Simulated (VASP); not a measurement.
AlFe:

```xyz
2
Lattice="2.9483 0.0000 0.0000 0.0000 2.9483 0.0000 0.0000 0.0000 2.9483" Properties=species:S:1:pos:R:3 pbc="T T T"
Fe    1.4741    1.4741    1.4741
Al    0.0000    0.0000    0.0000
```

Base run:

- Program: VASP 6.6.1
- Functional: LDA
- Potentials or basis: VASP PAW LDA potentials, release 64 (Fe, Al)
- Cutoff: 520 eV
- k mesh: 9 × 9 × 9
- Occupations: fermi-dirac, width 0.05 eV
- Spin: collinear spin, ferromagnetic start
- Starting moments: [3.0, 0.0] μB

Its results: pressure -20.9 GPa; net moment 0.62 μB per cell; site moments Fe +0.66; Al -0.02 μB.

**Question.** The run is repeated on the same cell with these changes: functional from LDA to PBEsol; potentials or basis from VASP PAW LDA potentials, release 64 (Fe, Al) to VASP PAW PBE potentials, release 64 (Fe, Al). What comes out?

**Answer.** Pressure -16.1 GPa; net moment 0.69 μB per cell; site moments Fe +0.74; Al -0.03 μB.

Caveats: the PAW data sets were made with another functional, which shifts forces and pressure a little (some runs).
